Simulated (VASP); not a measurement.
A run of VASP 6.6.1 is set up as follows.

The input POSCAR:

```
Bi
1.0
    0.0000000000      3.5693820474      3.5693820474
    3.5693820474      0.0000000000      3.5693820474
    3.5693820474      3.5693820474      0.0000000000
Bi
2
Direct
    0.1250000000      0.1250000000      0.1250000000
    0.8750000000      0.8750000000      0.8750000000
```

File INCAR.step1:

```
PREC = Accurate ; ENCUT = 550
ISMEAR = -1 ; SIGMA = 0.1
LREAL = F ; LASPH = T
NELM = 120 ; NBANDS = 22
GGA = PE ; ALGO = Normal
EDIFF = 1E-5 ; LWAVE = T
LCHARG = F ; GGA_COMPAT = F
```

Contents of INCAR.step2:

```
PREC = Accurate ; ENCUT = 550
EDIFF = 1E-6 ; ISMEAR = -1
SIGMA = 0.1 ; LREAL = F
LASPH = T ; NELM = 120
ALGO = Normal ; ISIF = 2
LWAVE = F ; LCHARG = F
METAGGA = R2SCAN ; LMIXTAU = T
NBANDS = 22 ; ISTART = 1
GGA_COMPAT = F
```

Contents of KPOINTS:

```
regular mesh
0
Gamma
  9 9 9
```

Potentials or basis: VASP PAW PBE potentials, release 64 (Bi_d).

The run is started by

```console
$ cat potpaw_PBE.64/Bi_d/POTCAR > POTCAR
$ cp INCAR.step1 INCAR
$ mpirun -np 1 vasp_std > vasp.out
$ cp INCAR.step2 INCAR
$ mpirun -np 1 vasp_std > vasp.out
```

Problem. Estimate the band gap on the k mesh.

Solution. Zero (bands 15 and 16 overlap by 0.70 eV).

Problem. Predict the pressure.

Solution. 1.4 GPa.

Caveat: the PAW data sets were made with another functional, which shifts forces and pressure a little; spin-orbit coupling is left out, which moves the levels of the heavy elements.
